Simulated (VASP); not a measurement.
Write the native input for VASP 6.6.1 that does the following.

* Task: electric field gradients
* Functional: LDA
* Potentials or basis: VASP PAW LDA potentials, release 64 (Ag_sv_GW, Cl)
* Cutoff: 470 eV
* k mesh: 7 × 7 × 7
* Occupations: fermi-dirac, width 0.03 eV
* Spin: no spin polarisation
* Dipole correction: no
* Further INCAR settings: ALGO = Normal; EDIFF = 1e-08; NBANDS = 20

The structure of AgCl lies in POSCAR:

```
AgCl
1.0
    0.0000000000      2.7350000000      2.7350000000
    2.7350000000      0.0000000000      2.7350000000
    2.7350000000      2.7350000000      0.0000000000
Ag Cl
1 1
Direct
   -0.0450000000     -0.0450000000      0.0450000000
    0.5450000000      0.5450000000      0.4550000000
```

This cell differs from its parent crystal: shortest bond scaled by 0.82.

The input as run:

INCAR

```
SYSTEM = AgCl
PREC = Accurate
ENCUT = 470
EDIFF = 1E-8
ISMEAR = -1
SIGMA = 0.03
LREAL = .FALSE.
LASPH = .TRUE.
NELM = 120
ALGO = Normal
ISIF = 2
LWAVE = .FALSE.
LCHARG = .FALSE.
GGA = CA
LEFG = .TRUE.
NBANDS = 20
GGA_COMPAT = .FALSE.
```

KPOINTS

```
Automatic mesh
0
G
  7 7 7
  0 0 0
```

Potentials or basis: VASP PAW LDA potentials, release 64 (Ag_sv_GW, Cl).

The run is started by

```sh
$ cat potpaw_LDA.64/Ag_sv_GW/POTCAR potpaw_LDA.64/Cl/POTCAR > POTCAR
$ mpirun -np 1 vasp_std > vasp.out
```

It gave:

```yaml
Pressure: 0.9 GPa
Largest_force: 1.878 eV/Å
Band_gap_on_the_k_mesh: 0.98 eV (least direct gap 1.54 eV)
Largest_electric_field_gradient_by_atom: Ag -69.8; Cl +18.2 V/Å²
```

Caveat: the cell differs from its parent crystal (shortest bond scaled by 0.82); the stress differs along the axes, from -5 to 12 GPa; without QUAD_EFG the Cq values of the log hold for a quadrupole moment of 1 mb, not for the nuclei; forces of over 1 eV/Å act on the atoms, so gaps and moduli don't describe the material at rest.

It took 16 s on 1 thread of Intel(R) Xeon(R) 6975P-C (Granite Rapids), with other jobs on the host, peak memory 0.16 GiB.
